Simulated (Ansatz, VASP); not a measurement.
**One calculation of ZnO, two programs**

```xyz
4
Lattice="3.1873 0.0000 0.0000 -1.5937 2.7603 0.0000 0.0000 0.0000 5.1528" Properties=species:S:1:pos:R:3 pbc="T T T"
Zn    0.0000    1.8402    0.0095
Zn    1.5937    0.9201    2.5859
O     0.0000    1.8402    1.9594
O     1.5937    0.9201    4.5358
```

Alike in both runs: functional LDA; k mesh 9 × 9 × 6; occupations gaussian, width 0.02 eV; no spin polarisation.

Ansatz relaxed the structure, and its values are those at the end. VASP's run is a single point on that final structure, the one shown.

```csv
,VASP,Ansatz
version,VASP 6.6.1,Ansatz 0.2.0
potentials or method,"VASP PAW LDA potentials, release 64 (Zn, O), cutoff 600 eV","scalar-relativistic, plane waves, PAW"
valence electrons in the cell,36,36
```

VASP gave:

```
gap on the k mesh at the Fermi level (eV) : 0.81
least direct gap on the mesh (eV)         : 0.81
pressure (GPa)                            : 0.8
```

Task: Which values does Ansatz return?

Result: gap on the k mesh at the Fermi level (eV): 0.79; least direct gap on the mesh (eV): 0.79; pressure (GPa): 0.0.

Ansatz warns that its potentials were made for another functional, while VASP's fit it. LDA's correlation is that of Perdew and Zunger in VASP and of Perdew and Wang (1992) in Ansatz.
